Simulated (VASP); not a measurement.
CuAu:

```
Cu Au
1.0
     2.80000    0.00000    0.00000
     0.00000    2.80000    0.00000
     0.00000    0.00000    3.67000
Cu Au
1 1
Direct
  0.50000 0.50000 0.50000
  0.00000 0.00000 0.00000
```

Base run:

```yaml
Program: VASP 6.6.1
Functional: PBEsol
Potentials_or_basis: VASP PAW PBE potentials, release 64 (Cu, Au)
Cutoff: 520 eV
k_mesh: 13 × 13 × 10
Occupations: fermi-dirac, width 0.05 eV
Spin: no spin polarisation
```

Its results: band gap on the k mesh zero (band 11 reaches 13.15 eV, above the bottom of band 12 at 6.74 eV); pressure -2.0 GPa.

Task: After a change of settings the same cell gave: band gap on the k mesh zero (band 11 reaches 13.39 eV, above the bottom of band 12 at 6.92 eV); pressure 6.6 GPa. Which change was it?
A. functional from PBEsol to r2SCAN; further incar settings from ALGO = Normal; EDIFF = 1e-06; NBANDS = 18 to ALGO = Normal; EDIFF = 1e-08; NBANDS = 18
B. further incar settings from ALGO = Normal; EDIFF = 1e-06; NBANDS = 18 to ALGO = Normal; EDIFF = 1e-08; NBANDS = 18
C. functional from PBEsol to PBE

Result: C.

PBE binds less tightly than PBEsol, so the same cell stands under more pressure.

Caveats: spin-orbit coupling is left out, which moves the levels of the heavy elements; the PAW data sets were made with another functional, which shifts forces and pressure a little (some runs).
